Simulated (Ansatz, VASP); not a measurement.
# One calculation of InSb, two programs

Contents of INCAR:

```
SYSTEM = InSb
  ALGO = Normal
  EDIFF = 1E-7
  ENCUT = 520
  GGA = PE
  ISIF = 2
  ISMEAR = 0
  LASPH = .True.
  LCHARG = .True.
  LELF = .True.
  LREAL = .False.
  LVHAR = .True.
  LWAVE = .False.
  NBANDS = 16
  NELM = 100
  PREC = Accurate
  SIGMA = 0.15
```

File KPOINTS:

```
k-points
0
Gamma
  14 14 14
  0 0 0
```

POSCAR

```
InSb
1.0
    0.0000000000      2.8998181013      3.2738946363
    2.8998181013      0.0000000000      3.2738946363
    2.8998181013      2.8998181013      0.0000000000
In Sb
1 1
Direct
    0.0000000000      0.0000000000      0.0000000000
    0.5000000000      0.5000000000      0.5000000000
```

Input for Ansatz:

```yaml
crystal:
  lattice:
    - [0.0, 2.8998181013, 3.2738946363]
    - [2.8998181013, 0.0, 3.2738946363]
    - [2.8998181013, 2.8998181013, 0.0]
  atoms:
    - { symbol: In, position: [0.0, 0.0, 0.0] }
    - { symbol: Sb, position: [0.5, 0.5, 0.5] }
basis:
  ecutwfc: 420
kpoints:
  mp_grid: { grid: [14, 14, 14] }
hamiltonian:
  xc: pbe
  pseudopotentials: { kind: paw, azcp: { folder: soft_1 } }
scf:
  occupations: { method: gaussian, width: 0.15 }
output:
  forces: true
  stress: true
  eigenvalues: true
```

Alike in both runs: task single point; functional PBE; k mesh 14 × 14 × 14; occupations gaussian, width 0.15 eV; no spin polarisation.

|  | VASP | Ansatz |
| --- | --- | --- |
| version | VASP 6.6.1 | Ansatz 0.2.0 |
| potentials or method | VASP PAW PBE potentials, release 64 (In_d, Sb), cutoff 520 eV | scalar-relativistic, plane waves, PAW |
| valence electrons in the cell | 18 | 28 |

|  | VASP | Ansatz | Ansatz less VASP |
| --- | --- | --- | --- |
| gap on the k mesh at the Fermi level (eV) | none | none | - |
| pressure (GPa) | 4.6 | 4.6 | +0.02 |
| traceless stress, the component that is largest in VASP (GPa) | -6.84 | -6.84 | -0.004 |

A gap of «none» marks a metal or a gap that the smearing closes. The functional is the same, so the differences come from potentials, cutoffs and numerics. VASP's potentials hold 18 valence electrons a cell and Ansatz's 28, so a difference there can come from the potentials and not from the codes.

Neither program's run includes spin-orbit coupling.
